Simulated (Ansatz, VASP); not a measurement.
One calculation of Ta, two programs

Contents of INCAR:

```
PREC = Accurate
ENCUT = 520
EDIFF = 1E-7
ISMEAR = 0
SIGMA = 0.15
LREAL = F
LASPH = T
NELM = 100
ALGO = Fast
ISIF = 2
LWAVE = F
LCHARG = F
GGA = PE
NBANDS = 12
```

Contents of KPOINTS:

```
regular mesh
0
Gamma
  20 20 20
```

POSCAR

```
Ta
1.0
   -1.4818055359      1.4818055359      1.9980665846
    1.4818055359     -1.4818055359      1.9980665846
    1.4818055359      1.4818055359     -1.9980665846
Ta
1
Direct
    0.0000000000      0.0000000000      0.0000000000
```

Input for Ansatz:

```yaml
crystal:
  lattice:
    - [-1.4818055359, 1.4818055359, 1.9980665846]
    - [1.4818055359, -1.4818055359, 1.9980665846]
    - [1.4818055359, 1.4818055359, -1.9980665846]
  atoms:
    - { symbol: Ta, position: [0.0, 0.0, 0.0] }
basis:
  ecutwfc: 420
kpoints:
  mp_grid: { grid: [20, 20, 20] }
hamiltonian:
  xc: pbe
  pseudopotentials: { kind: paw, azcp: { folder: soft_1 } }
scf:
  occupations: { method: gaussian, width: 0.15 }
output:
  forces: true
  stress: true
  eigenvalues: true
```

Alike in both runs: task single point; functional PBE; k mesh 20 × 20 × 20; occupations gaussian, width 0.15 eV; no spin polarisation.

|  | VASP | Ansatz |
| --- | --- | --- |
| version | VASP 6.6.1 | Ansatz 0.2.0 |
| potentials or method | VASP PAW PBE potentials, release 64 (Ta_pv), cutoff 520 eV | scalar-relativistic, plane waves, PAW |
| valence electrons in the cell | 11 | 13 |

Ansatz gave:

* gap on the k mesh at the Fermi level (eV): none
* pressure (GPa): 14.7
* traceless stress, the component that is largest in VASP (GPa): -6.38

**Question.** Estimate VASP's values.

**Answer.** gap on the k mesh at the Fermi level (eV): none; pressure (GPa): 14.9; traceless stress, the component that is largest in VASP (GPa): -6.40.

A gap of «none» marks a metal or a gap that the smearing closes. With one functional, cell and mesh, what is left measures potentials, basis and numerics. VASP's potentials hold 11 valence electrons a cell and Ansatz's 13, so a difference there can come from the potentials and not from the codes.

Neither program's run includes spin-orbit coupling.
